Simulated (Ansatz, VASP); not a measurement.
# Two plane-wave programs on Te2Mo

The input INCAR:

```
SYSTEM = Te2Mo
PREC = Accurate ; ENCUT = 520
EDIFF = 1E-6 ; ISMEAR = 0
SIGMA = 0.05 ; LREAL = .FALSE.
LASPH = .TRUE. ; NELM = 100
ALGO = Normal ; ISIF = 2
LWAVE = .FALSE. ; LCHARG = .FALSE.
LDIPOL = .TRUE. ; IDIPOL = 3
DIPOL = 0.5 0.5 0.410 ; GGA = PE
IVDW = 12 ; NBANDS = 35
```

Contents of KPOINTS:

```
Automatic mesh
0
G
  9 9 1
  0 0 0
```

The input POSCAR:

```
Te2Mo
1.0
    3.5038817216      0.0000000000      0.0000000000
   -1.7519408608      3.0344505828      0.0000000000
    0.0000000000      0.0000000000     24.7677194079
Te Mo
4 2
Direct
    0.3333333333      0.6666666667      0.1816881048
    0.3333333333      0.6666666667      0.3284056788
    0.8333333333      1.0000000000      0.4911174704
    0.8333333333      1.0000000000      0.6378350444
    0.6666666667      0.3333333333      0.2550468918
    0.5000000000      1.3333333333      0.5644762574
```

Input for Ansatz:

```yaml
crystal:
  lattice:
    - [3.5038817216, 0.0, 0.0]
    - [-1.7519408608, 3.0344505828, 0.0]
    - [0.0, 0.0, 24.7677194079]
  atoms:
    - { symbol: Te, position: [0.3333333333, 0.6666666667, 0.1816881048] }
    - { symbol: Mo, position: [0.6666666667, 0.3333333333, 0.2550468918] }
    - { symbol: Te, position: [0.3333333333, 0.6666666667, 0.3284056788] }
    - { symbol: Te, position: [0.8333333333, 1.0, 0.4911174704] }
    - { symbol: Mo, position: [0.5, 1.3333333333, 0.5644762574] }
    - { symbol: Te, position: [0.8333333333, 1.0, 0.6378350444] }
basis:
  ecutwfc: 420
kpoints:
  mp_grid: { grid: [9, 9, 1] }
hamiltonian:
  xc: pbe
  pseudopotentials: { kind: paw, azcp: { folder: soft_1 } }
  dispersion: d3bj
scf:
  occupations: { method: gaussian, width: 0.05 }
output:
  forces: true
  eigenvalues: true
efield:
  axis: 3
  dipole_correction: true
  ramp_width: 0.04
```

Alike in both runs: task single point; functional PBE; dispersion D3(BJ); k mesh 9 × 9 × 1; occupations gaussian, width 0.05 eV; no spin polarisation.

|  | VASP | Ansatz |
| --- | --- | --- |
| version | VASP 6.6.1 | Ansatz 0.2.0 |
| potentials or method | VASP PAW PBE potentials, release 64 (Te, Mo_sv), cutoff 520 eV | scalar-relativistic, plane waves, PAW |
| valence electrons in the cell | 52 | 92 |

|  | VASP | Ansatz | Ansatz less VASP |
| --- | --- | --- | --- |
| gap on the k mesh at the Fermi level (eV) | 1.17 | 1.17 | -0.004 |
| least direct gap on the mesh (eV) | 1.17 | 1.17 | +0.001 |
| rms of the force components (eV/Å) | 0.037 | 0.033 | -0.0042 |

VASP's potentials hold 52 valence electrons a cell and Ansatz's 92, so a difference there can come from the potentials and not from the codes.

Neither program's run includes spin-orbit coupling.
